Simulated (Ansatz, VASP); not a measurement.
## InSe in VASP and in Ansatz

Contents of INCAR:

```
SYSTEM = InSe
PREC = Accurate
ENCUT = 520
EDIFF = 1E-6
ISMEAR = 0
SIGMA = 0.05
LREAL = .FALSE.
LASPH = .TRUE.
NELM = 100
ALGO = Normal
ISIF = 2
LWAVE = .FALSE.
LCHARG = .FALSE.
GGA = PS
NBANDS = 48
```

Contents of KPOINTS:

```
regular mesh
0
G
  12 12 2
  0 0 0
```

Contents of POSCAR:

```
InSe
1.0
    4.0058502099      0.0000000000      0.0000000000
   -2.0029251050      3.4691680455      0.0000000000
    0.0000000000      0.0000000000     17.0021652134
In Se
4 4
Direct
    0.3333333333      0.6666666667      0.1747942355
    0.6666666667      0.3333333333      0.6747942355
    0.3333333333      0.6666666667      0.3252057645
    0.6666666667      0.3333333333      0.8252057645
    0.3333333333      0.6666666667      0.6048915778
    0.6666666667      0.3333333333      0.1048915778
    0.3333333333      0.6666666667      0.8951084222
    0.6666666667      0.3333333333      0.3951084222
```

Input for Ansatz:

```yaml
crystal:
  lattice:
    - [4.0058502099, 0.0, 0.0]
    - [-2.002925105, 3.4691680455, 0.0]
    - [0.0, 0.0, 17.0021652134]
  atoms:
    - { symbol: In, position: [0.3333333333, 0.6666666667, 0.1747942355] }
    - { symbol: In, position: [0.6666666667, 0.3333333333, 0.6747942355] }
    - { symbol: In, position: [0.3333333333, 0.6666666667, 0.3252057645] }
    - { symbol: In, position: [0.6666666667, 0.3333333333, 0.8252057645] }
    - { symbol: Se, position: [0.3333333333, 0.6666666667, 0.6048915778] }
    - { symbol: Se, position: [0.6666666667, 0.3333333333, 0.1048915778] }
    - { symbol: Se, position: [0.3333333333, 0.6666666667, 0.8951084222] }
    - { symbol: Se, position: [0.6666666667, 0.3333333333, 0.3951084222] }
basis:
  ecutwfc: 420
kpoints:
  mp_grid: { grid: [12, 12, 2] }
hamiltonian:
  xc: pbesol
scf:
  occupations: { method: gaussian, width: 0.05 }
output:
  forces: true
  stress: true
  eigenvalues: true
  write_density: true
  write_potential: true
  elf: true
  volumetric_format: npy
```

Change from the starting cell: mode 12 (107.6 1/cm) frozen in, largest displacement +0.200 Å.

Alike in both runs: task single point; functional PBEsol; k mesh 12 × 12 × 2; occupations gaussian, width 0.05 eV; no spin polarisation.

```csv
,VASP,Ansatz
version,VASP 6.6.1,Ansatz 0.2.0
potentials or method,"VASP PAW PBE potentials, release 64 (In_d, Se), cutoff 520 eV","scalar-relativistic, plane waves, PAW"
valence electrons in the cell,76,116
```

|  | VASP | Ansatz | Ansatz less VASP |
| --- | --- | --- | --- |
| gap on the k mesh at the Fermi level (eV) | 0.57 | 0.58 | +0.012 |
| least direct gap on the mesh (eV) | 0.57 | 0.58 | +0.012 |
| pressure (GPa) | 4.0 | 3.9 | -0.09 |
| traceless stress, the component that is largest in VASP (GPa) | 4.01 | 4.03 | +0.020 |
| rms of the force components (eV/Å) | 0.517 | 0.519 | +0.0019 |

VASP's potentials were made for PBE, not for PBEsol. Atom by atom the forces differ by 0.012 eV/Å (rms over components). VASP's potentials hold 76 valence electrons a cell and Ansatz's 116, so a difference there can come from the potentials and not from the codes.
